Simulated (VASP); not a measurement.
The system is KCl.

```
K Cl
1.0
     0.00000    3.50728    3.50728
     3.50728    0.00000    3.50728
     3.50728    3.50728    0.00000
K Cl
1 1
Cartesian
  0.0000 0.0000 0.0000
  1.7536 1.7536 1.7536
```

Base run:

| Property | Result |
| --- | --- |
| Program | VASP 6.6.1 |
| Functional | PBE |
| Potentials or basis | VASP PAW PBE potentials, release 64 (K_sv, Cl) |
| Cutoff | 520 eV |
| k mesh | 6 × 6 × 6 |
| Occupations | gaussian, width 0.01 eV |
| Spin | no spin polarisation |

Its results: band gap on the k mesh 4.77 eV (least direct gap 4.81 eV); pressure 0.3 GPa.

Q: The run is repeated on the same cell with these changes: functional from PBE to HSE06; k mesh from 6 × 6 × 6 to 4 × 4 × 4. What comes out?

A: Band gap on the k mesh 6.02 eV (least direct gap 6.05 eV); pressure 0.2 GPa.

Several settings changed at once.

Caveats: the PAW data sets were made with another functional, which shifts forces and pressure a little (at least some runs).

A k mesh can miss the band edges.
